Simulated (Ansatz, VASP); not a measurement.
# SrC4 in VASP and in Ansatz

INCAR

```
SYSTEM = SrC4
PREC = Accurate
ENCUT = 520
EDIFF = 1E-6
ISMEAR = 0
SIGMA = 0.1
LREAL = .FALSE.
LASPH = .TRUE.
NELM = 150
ALGO = Normal
ISIF = 2
LWAVE = .FALSE.
LCHARG = .FALSE.
ISPIN = 2
MAGMOM = 0 1 1 1 1
LORBIT = 11
GGA = PE
NBANDS = 25
```

File KPOINTS:

```
regular mesh
0
G
  4 4 4
  0 0 0
```

The input POSCAR:

```
SrC4
1.0
    4.2845133300     -4.2845133300      0.0000000000
    4.2845133300      4.2845133300      0.0000000000
    0.0000000000      0.0000000000      3.9384909600
Sr C
1 4
Direct
    0.0000000000      0.0000000000      0.0000000000
    0.6950000000      0.3050000000      0.0000000000
    0.3050000000      0.6950000000      0.0000000000
    0.8050000000      0.8050000000      0.5000000000
    0.1950000000      0.1950000000      0.5000000000
```

Input for Ansatz:

```yaml
crystal:
  lattice:
    - [4.28451333, -4.28451333, 0.0]
    - [4.28451333, 4.28451333, 0.0]
    - [0.0, 0.0, 3.93849096]
  atoms:
    - { symbol: Sr, position: [0.0, 0.0, 0.0] }
    - { symbol: C, position: [0.695, 0.305, 0.0], spin: 1.0 }
    - { symbol: C, position: [0.305, 0.695, 0.0], spin: 1.0 }
    - { symbol: C, position: [0.805, 0.805, 0.5], spin: 1.0 }
    - { symbol: C, position: [0.195, 0.195, 0.5], spin: 1.0 }
basis:
  ecutwfc: 420
kpoints:
  mp_grid: { grid: [4, 4, 4] }
hamiltonian:
  xc: pbe
scf:
  occupations: { method: gaussian, width: 0.1 }
  lower_state_search: "off"
output:
  forces: true
  stress: true
  eigenvalues: true
  populations: true
magnetization:
  spin_polarized: true
```

Change from the starting cell: ordered vacancies on the cation sites of rutile (Cmmm, No. 65).

Alike in both runs: task single point; functional PBE; k mesh 4 × 4 × 4; occupations gaussian, width 0.1 eV; collinear spin.

|  | VASP | Ansatz |
| --- | --- | --- |
| version | VASP 6.6.1 | Ansatz 0.2.0 |
| potentials or method | VASP PAW PBE potentials, release 64 (Sr_sv, C), cutoff 520 eV | scalar-relativistic, plane waves, PAW |
| valence electrons in the cell | 26 | 26 |

Ansatz gave:

* gap on the k mesh at the Fermi level (eV): none
* pressure (GPa): 2.8
* traceless stress, the component that is largest in VASP (GPa): -0.67
* rms of the force components (eV/Å): 0.289
* net moment per atom (μB): 2.00
* size of the moment on the site where the two differ most (μB): 1.72

Question: Estimate VASP's values.

Answer: gap on the k mesh at the Fermi level (eV): none; pressure (GPa): 0.0; traceless stress, the component that is largest in VASP (GPa): -1.29; rms of the force components (eV/Å): 0.315; net moment per atom (μB): 1.33; size of the moment on the site where the two differ most (μB): 0.53.

The net moments are unlike, so the other rows may belong to different states. Site moments also hang on the region over which each program counts them. Atom by atom the forces differ by 0.030 eV/Å (rms over components). A gap of «none» marks a metal or a gap that the smearing closes.

The k mesh is coarse, so the values compare programs but aren't converged.
